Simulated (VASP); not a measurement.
Al4B3P: single point with PBE

The system is Al4B3P.

```
CELL_PARAMETERS angstrom
-2.89920 2.89920 2.89920
2.89920 -2.89920 2.89920
2.89920 2.89920 -2.89920
ATOMIC_POSITIONS crystal
Al 0.50000 0.50000 0.50000
Al 0.00000 0.00000 0.50000
Al 0.00000 0.50000 0.00000
Al 0.50000 0.00000 0.00000
B 0.00000 0.50000 0.50000
B 0.50000 0.00000 0.50000
B 0.50000 0.50000 0.00000
P 0.00000 0.00000 0.00000
```

```json
{
 "Program": "VASP 6.6.1",
 "Task": "single point",
 "Functional": "PBE",
 "Potentials or basis": "VASP PAW PBE potentials, release 64 (Al, B, P)",
 "Cutoff": "500 eV",
 "k mesh": "4 × 4 × 4",
 "Occupations": "gaussian, width 0.2 eV",
 "Spin": "no spin polarisation",
 "Dipole correction": "no",
 "Further INCAR settings": "ALGO = Normal; EDIFF = 1e-06; NBANDS = 23"
}
```

```yaml
Pressure: -0.6 GPa
Band_gap_on_the_k_mesh: zero (band 13 reaches 9.56 eV, above the bottom of band 14 at 7.00 eV)
```

Levels at points of the mesh, in eV from the Fermi level:
```tsv
k point	band 10	band 11	band 12	band 13	band 14	band 15	band 16	band 17
(0.00, 0.00, 0.00)	-4.90	-2.85	-2.85	-2.85	0.80	0.80	0.80	4.39
(0.50, 0.00, 0.00)	-3.19	-0.96	-0.45	-0.37	-0.05	1.43	1.74	2.14
(0.50, 0.50, 0.50)	-2.72	0.00	0.00	0.00	2.31	2.31	2.31	3.08
```

It took 28 s on 1 thread of Intel(R) Xeon(R) Platinum 8259CL CPU @ 2.50GHz (Skylake/Cascade Lake), with other jobs on the host, peak memory 0.23 GiB.

Caveat: the k points lie up to 0.38 Å⁻¹ apart.
